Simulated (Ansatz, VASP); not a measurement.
# One calculation of Hf, two programs

INCAR

```
SYSTEM = Hf
ALGO = Fast
EDIFF = 1E-6
EDIFFG = -0.005
ENCUT = 600
GGA = PS
IBRION = 2
ISIF = 3
ISMEAR = 0
LASPH = .TRUE.
LCHARG = .FALSE.
LREAL = .FALSE.
LWAVE = .FALSE.
NELM = 60
NSW = 100
PREC = Accurate
SIGMA = 0.1
```

File KPOINTS:

```
k-points
0
G
  12 12 14
  0 0 0
```

POSCAR

```
Hf
1.0
    4.9623295440      0.0000000000      0.0000000000
   -2.4811647720      4.2975034470      0.0000000000
    0.0000000000      0.0000000000      3.0862322500
Hf
3
Direct
    0.6666666700      0.3333333300      0.5000000000
    0.3333333300      0.6666666700      0.5000000000
    0.0000000000      0.0000000000      0.0000000000
```

Input for Ansatz:

```yaml
crystal:
  lattice:
    - [4.962329544, 0.0, 0.0]
    - [-2.481164772, 4.297503447, 0.0]
    - [0.0, 0.0, 3.08623225]
  atoms:
    - { symbol: Hf, position: [0.66666667, 0.33333333, 0.5] }
    - { symbol: Hf, position: [0.33333333, 0.66666667, 0.5] }
    - { symbol: Hf, position: [0.0, 0.0, 0.0] }
basis:
  ecutwfc: 420
kpoints:
  mp_grid: { grid: [12, 12, 14] }
hamiltonian:
  xc: pbesol
scf:
  occupations: { method: gaussian, width: 0.1 }
output:
  forces: true
  stress: true
  eigenvalues: true
relax:
  adjacent_minimum: "off"
  f_tol: 0.005
  max_steps: 80
  cell: { stress_tol: 0.05 }
```

Alike in both runs: task relaxation of cell and atoms; functional PBEsol; k mesh 12 × 12 × 14; occupations gaussian, width 0.1 eV; no spin polarisation.

|  | VASP | Ansatz |
| --- | --- | --- |
| version | VASP 6.6.1 | Ansatz 0.2.0 |
| potentials or method | VASP PAW PBE potentials, release 64 (Hf_pv), cutoff 600 eV | scalar-relativistic, plane waves, PAW |
| valence electrons in the cell | 30 | 78 |

VASP gave:

```
gap on the k mesh at the Fermi level, each at its own relaxed structure (eV)  : none
relaxed volume (Å³/atom)                                                      : 21.32
relaxed length of the cell vector where the two differ most in proportion (Å) : 4.913
```

Task: Which values does Ansatz return?

Result: gap on the k mesh at the Fermi level, each at its own relaxed structure (eV): none; relaxed volume (Å³/atom): 21.38; relaxed length of the cell vector where the two differ most in proportion (Å): 4.919.

VASP's potentials were made for PBE, not for PBEsol. A gap of «none» marks a metal or a gap that the smearing closes. VASP's potentials hold 30 valence electrons a cell and Ansatz's 78, so a difference there can come from the potentials and not from the codes.

Neither program's run includes spin-orbit coupling.
